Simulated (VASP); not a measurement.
## Al2O3: relaxation of shape and atoms at fixed volume with PBE

The system is Al2O3.

```
Al O
1.0
     6.94571    0.00000    0.00000
     0.00000    4.74939    0.00000
     0.00000    0.00000    4.88535
Al O
8 12
Direct
  0.38999 0.25225 0.03149
  0.61001 0.25225 0.46851
  0.11001 0.24775 0.53149
  0.88999 0.24775 0.96851
  0.61001 0.74775 0.96851
  0.38999 0.74775 0.53149
  0.88999 0.75225 0.46851
  0.11001 0.75225 0.03149
  0.65417 0.10711 0.10234
  0.34583 0.10711 0.39766
  0.84583 0.39289 0.60234
  0.15417 0.39289 0.89766
  0.34583 0.89289 0.89766
  0.65417 0.89289 0.60234
  0.15417 0.60711 0.39766
  0.84583 0.60711 0.10234
  0.00000 0.05028 0.25000
  0.50000 0.44972 0.75000
  0.00000 0.94972 0.75000
  0.50000 0.55028 0.25000
```

This cell differs from its parent crystal: volume scaled by 0.94.

* Program: VASP 6.6.1
* Task: relaxation of shape and atoms at fixed volume
* Functional: PBE
* Potentials or basis: VASP PAW PBE potentials, release 64 (Al, O)
* Cutoff: 600 eV
* k mesh: 4 × 6 × 6
* Occupations: gaussian, width 0.02 eV
* Spin: no spin polarisation
* Dipole correction: no
* Further INCAR settings: LREAL = Auto; ALGO = Normal; EDIFF = 1e-06; IBRION = 2; EDIFFG = -0.01; NSW = 50; ISIF = 4

```yaml
Energy_gained_by_relaxing: 0.1 meV/atom
Ionic_steps: 4
Pressure_after_relaxing: 15.6 GPa
Largest_force_after_relaxing: 0.007 eV/Å
Band_gap_on_the_k_mesh: 6.03 eV, direct
```

Forces on the atoms (eV/Å):
```
Al  -0.003  0.006  0.002
Al   0.003  0.006 -0.002
Al   0.003 -0.006  0.002
Al  -0.003 -0.006 -0.002
Al   0.003 -0.006 -0.002
Al  -0.003 -0.006  0.002
Al  -0.003  0.006 -0.002
Al   0.003  0.006  0.002
O    0.003 -0.001  0.000
O   -0.003 -0.001  0.000
O   -0.003  0.001  0.000
O    0.003  0.001  0.000
O   -0.003  0.001  0.000
O    0.003  0.001  0.000
O    0.003 -0.001  0.000
O   -0.003 -0.001  0.000
O    0.000  0.006  0.000
O    0.000 -0.006  0.000
O    0.000 -0.006  0.000
O    0.000  0.006  0.000
```

Stress tensor (GPa, compression positive):
```
15.70  0.00  0.00
 0.00 15.51  0.00
 0.00  0.00 15.66
```

The path:
```tsv
step	energy change (eV)	largest force (eV/Å)	pressure (GPa)	volume (Å³)
1	0.0000	0.0886	15.78	161.16
2	-0.0022	0.0325	15.64	161.16
3	-0.0022	0.0326	15.64	161.16
4	-0.0026	0.0071	15.62	161.16
```

Final structure:
```yaml
crystal:
  lattice:
    - [6.94017, 0.00000, 0.00000]
    - [0.00000, 4.75249, 0.00000]
    - [0.00000, 0.00000, 4.88606]
  atoms:
    - { symbol: Al, position: [0.38957, 0.25230, 0.03239] }
    - { symbol: Al, position: [0.61043, 0.25230, 0.46761] }
    - { symbol: Al, position: [0.11043, 0.24770, 0.53239] }
    - { symbol: Al, position: [0.88957, 0.24770, 0.96761] }
    - { symbol: Al, position: [0.61043, 0.74770, 0.96761] }
    - { symbol: Al, position: [0.38957, 0.74770, 0.53239] }
    - { symbol: Al, position: [0.88957, 0.75230, 0.46761] }
    - { symbol: Al, position: [0.11043, 0.75230, 0.03239] }
    - { symbol: O, position: [0.65425, 0.10723, 0.10255] }
    - { symbol: O, position: [0.34575, 0.10723, 0.39745] }
    - { symbol: O, position: [0.84575, 0.39277, 0.60255] }
    - { symbol: O, position: [0.15425, 0.39277, 0.89745] }
    - { symbol: O, position: [0.34575, 0.89277, 0.89745] }
    - { symbol: O, position: [0.65425, 0.89277, 0.60255] }
    - { symbol: O, position: [0.15425, 0.60723, 0.39745] }
    - { symbol: O, position: [0.84575, 0.60723, 0.10255] }
    - { symbol: O, position: [0.00000, 0.05095, 0.25000] }
    - { symbol: O, position: [0.50000, 0.44905, 0.75000] }
    - { symbol: O, position: [0.00000, 0.94905, 0.75000] }
    - { symbol: O, position: [0.50000, 0.55095, 0.25000] }
```

Levels at points of the mesh, in eV from the valence-band top:
| k point | band 46 | band 47 | band 48 | band 49 | band 50 | band 51 |
| --- | --- | --- | --- | --- | --- | --- |
| (0.00, 0.00, 0.00) | -0.20 | -0.17 | 0.00 | 6.03 | 8.60 | 9.14 |
| (0.50, 0.00, 0.00) | -0.33 | -0.15 | -0.15 | 7.51 | 7.51 | 9.81 |
| (0.00, 0.50, 0.00) | -0.52 | -0.17 | -0.17 | 8.48 | 8.48 | 8.91 |
| (0.50, 0.50, 0.00) | -0.32 | -0.28 | -0.28 | 8.91 | 8.91 | 9.05 |
| (0.00, 0.00, 0.50) | -0.35 | -0.14 | -0.14 | 8.56 | 8.56 | 8.94 |
| (0.50, 0.00, 0.50) | -0.38 | -0.38 | -0.38 | 8.94 | 8.94 | 8.94 |
| (0.00, 0.50, 0.50) | -0.32 | -0.32 | -0.32 | 9.42 | 9.42 | 9.42 |
| (0.50, 0.50, 0.50) | -0.58 | -0.58 | -0.58 | 9.13 | 9.13 | 9.13 |

Wall time 26 min on 1 thread of AMD EPYC 9R45 (Zen 5), with other jobs on the host, peak memory 0.47 GiB.

Caveat: the cell differs from its parent crystal (volume scaled by 0.94). A k mesh can miss the band edges.
